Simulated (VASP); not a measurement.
# Rb2CdSe2O6 (P1) in VASP: single point with r2SCAN

Aim: the single point of Rb2CdSe2O6 with r2SCAN.

Program: VASP 6.6.1. These are calculated values, not measurements. Logs are shortened: lines on timing, memory, paths and dates and some standing lists are left out, and cuts for length are marked.

**1. The cell of the first run**

The typed cell holds 11 atoms: a = 5.418 Å, b = 5.417 Å, c = 6.680 Å, α = 66.12°, β = 113.86°, γ = 120.00°.

**2. Single point, r2SCAN**

File POSCAR:

```
Rb2CdSe2O6
1.0
    5.4177183539      0.0002297411      0.0007165352
   -2.7086837595      4.6915433097      0.0004446022
   -2.7028572106      1.5613729505      5.9060589837
Cd Rb Se O
1 2 2 6
Direct
    1.0048939416      0.9974619730      0.0027009277
    0.8050549959      0.1973244329      0.4030223969
    0.2048535948      0.7975244696      0.6023998239
    0.6287727671      0.3734409319      0.8749495977
    0.3811095831      0.6214251293      0.1304502010
    0.7465843629      0.2556751941      0.7499734995
    0.7465325379      0.7337093289      0.7496533806
    0.2686638614      0.2559179389      0.7495194813
    0.2633775073      0.7393584354      0.2553639736
    0.7412126555      0.7387747011      0.2559269042
    0.2633011926      0.2611774649      0.2558008135
```

File INCAR.step1:

```
SYSTEM = Rb2CdSe2O6
ALGO = Normal
EDIFF = 1E-4
ENCUT = 520
GGA = PE
ISMEAR = 0
LASPH = .True.
LCHARG = .False.
LREAL = .False.
LWAVE = .True.
NBANDS = 50
NELM = 100
PREC = Accurate
SIGMA = 0.1207
```

File INCAR.step2:

```
SYSTEM = Rb2CdSe2O6
ALGO = Normal
EDIFF = 1E-7
ENCUT = 520
ISIF = 2
ISMEAR = 0
ISTART = 1
LASPH = .True.
LCHARG = .True.
LELF = .True.
LMIXTAU = .True.
LREAL = .False.
LVHAR = .True.
LWAVE = .False.
METAGGA = R2SCAN
NBANDS = 50
NELM = 100
PREC = Accurate
SIGMA = 0.1207
```

File KPOINTS:

```
Automatic mesh
0
Gamma
  4 4 3
  0 0.5 0
```

Potentials or basis: VASP PAW PBE potentials, release 64 (Cd, Rb_sv, Se, O).

Started as:

```console
$ cat potpaw_PBE.64/Cd/POTCAR potpaw_PBE.64/Rb_sv/POTCAR potpaw_PBE.64/Se/POTCAR potpaw_PBE.64/O/POTCAR > POTCAR
$ cp INCAR.step1 INCAR
$ mpirun -np 1 vasp_std > vasp.out
$ cp INCAR.step2 INCAR
$ mpirun -np 1 vasp_std > vasp.out
```

OUTCAR:

```text
SYSTEM = Rb2CdSe2O6
   EDIFF = 1E-7
   ENCUT = 520
   ISIF = 2
   ISMEAR = 0
   ISTART = 1
   LASPH = .True.
   LREAL = .False.
   METAGGA = R2SCAN
   NELM = 100
   PREC = Accurate

 ion  position               nearest neighbor table
   1  0.005  0.997  0.003-   6 2.21   7 2.21  10 2.21   9 2.21   8 2.21  11 2.21   5 3.22   4 3.22
                             5 3.22   4 3.22   4 3.22   5 3.22   2 3.54   3 3.54   2 3.92   3 3.92
   2  0.805  0.197  0.403-   6 2.62   7 2.62   8 2.62  11 2.84  10 2.85  10 2.85   9 2.85  11 2.85
                             9 2.85   4 3.12   3 3.34   3 3.34   3 3.34   5 3.52   5 3.52   5 3.52
   3  0.205  0.798  0.602-  11 2.62   9 2.62  10 2.62   8 2.85   7 2.85   8 2.85   6 2.85   6 2.85
                             7 2.85   5 3.12   2 3.34   2 3.34   2 3.34   4 3.52   4 3.52   4 3.52
   4  0.629  0.373  0.875-   6 1.67   7 1.67   8 1.67   2 3.12   1 3.22   1 3.22   1 3.22   3 3.52
                             3 3.52   3 3.52   2 4.19   2 4.19   2 4.19
   5  0.381  0.621  0.130-   9 1.67  11 1.67  10 1.67   3 3.12   1 3.22   1 3.22   1 3.22   2 3.52
                             2 3.52   2 3.52   3 4.19   3 4.19   3 4.19
   6  0.747  0.256  0.750-   4 1.67   1 2.21   2 2.62   3 2.85   3 2.85
   7  0.747  0.734  0.750-   4 1.67   1 2.21   2 2.62   3 2.85   3 2.85
   8  0.269  0.256  0.750-   4 1.67   1 2.21   2 2.62   3 2.85   3 2.85
   9  0.263  0.739  0.255-   5 1.67   1 2.21   3 2.62   2 2.85   2 2.85
  10  0.741  0.739  0.256-   5 1.67   1 2.21   3 2.62   2 2.85   2 2.85
  11  0.263  0.261  0.256-   5 1.67   1 2.21   3 2.62   2 2.84   2 2.85

  LATTYP: Found a triclinic cell.
 ALAT       =     5.4173375872
 B/A-ratio  =     1.0000691279
 C/A-ratio  =     1.2331119615
 COS(alpha) =     0.0002854716
 COS(beta)  =     0.4047952896
 COS(gamma) =     0.4999642700

  Lattice vectors:

 A1 = (   2.7086837595,  -4.6915433097,  -0.0004446022)
 A2 = (  -2.7090345944,  -4.6917730508,  -0.0011611374)
 A3 = (   2.7028572106,  -1.5613729505,  -5.9060589837)

Analysis of symmetry for initial positions (statically):
=====================================================================
 Subroutine PRICEL returns:
 Original cell was already a primitive cell.

 Routine SETGRP: Setting up the symmetry group for a
 triclinic supercell.

 Subroutine GETGRP returns: Found  1 space group operations
 (whereof  1 operations were pure point group operations)
 out of a pool of  2 trial point group operations.

[... 138 lines left out ...]
   ISYM   =      2    0-nonsym 1-usesym 2-fastsym
   POTIM  = 0.5000    time-step for ionic-motion
   TEBEG  =    0.0;   TEEND  =   0.0 temperature during run
   PSTRESS=    0.0 pullay stress
   NELECT =      78.0000    total number of electrons
   NUPDOWN=      -1.0000    fix difference up-down
   EMIN   =  10.00;   EMAX   =-10.00  energy-range for DOS
   EFERMI =   0.00;   METHOD = LEGACY
   ISMEAR =     0;   SIGMA  =   0.12  broadening in eV -4-tet -1-fermi 0-gaus
   EFERMI_NEDOS =   21; number of points for ismear=-14 and -15
   IALGO  =     38    algorithm
   IMIX   =      4    mixing-type and parameters
     AMIX     =   0.40;   BMIX     =  1.00
     AMIX_MAG =   1.60;   BMIX_MAG =  1.00
  volume/ion in A,a.u.               =      13.65        92.10
  Fermi-wavevector in a.u.,A,eV,Ry     =   1.316105  2.487078 23.567102  1.732133
  Thomas-Fermi vector in A             =   2.446241
   LORBIT       =      0    0 simple, 1 ext, 2 COOP (PROOUT), +10 PAW based schemes
   METAGGA = R2SCAN    functional components
   LHFCALC =     F    Hartree Fock is set to
   AEXX    =    0.0000 exact exchange contribution
   IVDW    =     0    specifies the selected vdW correction
   LEPSILON=     F    determine dielectric tensor
   LRPA    =     F    only Hartree local field effects (RPA)
 non-spin polarized calculation
 Gauss-broadening in eV      SIGMA  =   0.12
  energy-cutoff  :      520.00
  volume of cell :      150.12
 maximum number of plane-waves:      4061
   NGX = 21   NGY = 21   NGZ = 25

 number of electron      77.9999995 magnetization

 Free energy of the ion-electron system (eV)
  ---------------------------------------------------
  ext. energy  EPLUGINS =         0.00000000
  ---------------------------------------------------
  free energy    TOTEN  =      -125.90343203 eV

  energy without entropy =     -125.90343203  energy(sigma->0) =     -125.90343203

 E-fermi :   2.3828     XC(G=0): -11.1912

 val. band max:        1.7928996267   @ k =   0.2500   0.3750   0.3333
 cond. band min:       6.3577937157   @ k =   0.2500   0.1250   0.0000
 fundamental gap:      4.5648940890
 Fermi energy:         2.3827598216

 k-point     1 :       0.0000    0.1250    0.0000
  band No.  band energies     occupation
      1     -22.9068      2.00000
      2     -22.5537      2.00000
      3     -19.9027      2.00000
      4     -19.7377      2.00000
      5     -16.9873      2.00000
      6     -16.9570      2.00000
[... 1261 lines left out ...]
     49      12.2352      0.00000
     50      12.4958      0.00000

------------------------ aborting loop because EDIFF is reached ----------------------------------------

  FORCE on cell =-STRESS in cart. coord.  units (eV):
  Direction    XX          YY          ZZ          XY          YZ          ZX
  --------------------------------------------------------------------------------------
  -------------------------------------------------------------------------------------
  Total       20.3438220     20.3470581     19.8552540      0.0006928      0.0018846     -0.0162072
  in kB      217.1180480    217.1525845    211.9038396      0.0073942      0.0201137     -0.1729707
  external PRESSURE =     215.3914907 kB  Pullay stress =       0.0000000 kB

 VOLUME and BASIS-vectors are now :
 -----------------------------------------------------------------------------
  energy-cutoff  :      520.00
  volume of cell :      150.12
      direct lattice vectors                 reciprocal lattice vectors
     5.417718354  0.000229741  0.000716535     0.184567583  0.106555594  0.056295882
    -2.708683759  4.691543310  0.000444602    -0.000001586  0.213153901 -0.056351794
    -2.702857211  1.561372951  5.906058984    -0.000022392 -0.000028974  0.169315057

 POSITION                                       TOTAL-FORCE (eV/Angst)
 -----------------------------------------------------------------------------------
     -2.68260      4.68385      0.01640         0.001147      0.000325      0.000879
      2.73776      1.55521      2.38094         0.000161      0.000512     -0.009334
     -2.67860      4.68224      3.55831        -0.000226     -0.000510      0.007918
      0.03012      3.11828      5.16812        -0.002004     -0.000045      0.361573
      0.02891      3.11921      0.77100         0.001644      0.000919     -0.359399
      1.32517      2.37067      4.43004         0.147098     -0.084125     -0.167873
      0.03091      4.61289      4.42836         0.000160      0.165581     -0.167823
     -1.26350      2.37099      4.42701        -0.144576     -0.082859     -0.167652
     -1.26600      3.86751      1.50871        -0.145945      0.082813      0.167440
      1.32284      3.86576      1.51238         0.144019      0.085517      0.167394
      0.02765      1.62479      1.51108        -0.001475     -0.168128      0.166878
 -----------------------------------------------------------------------------------
    total drift:                                0.001321      0.000647     -0.000895

  FREE ENERGIE OF THE ION-ELECTRON SYSTEM (eV)
  ---------------------------------------------------
  free  energy   TOTEN  =      -125.9034320259 eV

  energy  without entropy=     -125.9034320259  energy(sigma->0) =     -125.90343203
```

Run time: 12 min. Hardware: 1 thread of Intel Xeon Platinum 8259CL at 2.50GHz (Skylake/Cascade Lake), shared host; peak memory 0.4 GiB.

Results:

```
Free energy            : -125.9034 eV
Pressure               : 21.5 GPa
Largest force          : 0.362 eV/Å
Band gap on the k mesh : 4.56 eV (least direct gap 4.65 eV)
```

Forces in eV/Å, atoms in the order of the input:
```
Cd   0.001  0.000  0.001
Rb   0.000  0.001 -0.009
Rb   0.000 -0.001  0.008
Se  -0.002  0.000  0.362
Se   0.002  0.001 -0.359
O    0.147 -0.084 -0.168
O    0.000  0.166 -0.168
O   -0.145 -0.083 -0.168
O   -0.146  0.083  0.167
O    0.144  0.086  0.167
O   -0.001 -0.168  0.167
```

Levels at points of the mesh, in eV from the valence-band top:
| k point | band 37 | band 38 | band 39 | band 40 | band 41 | band 42 |
| --- | --- | --- | --- | --- | --- | --- |
| (0.00, 0.12, 0.00) | -0.56 | -0.13 | -0.07 | 4.62 | 4.64 | 5.73 |

Caveat: the cell stands under pressure; the PAW data sets were made with another functional, which shifts forces and pressure a little; a shifted mesh leaves out Γ, where band edges can lie. A k mesh can miss the band edges.
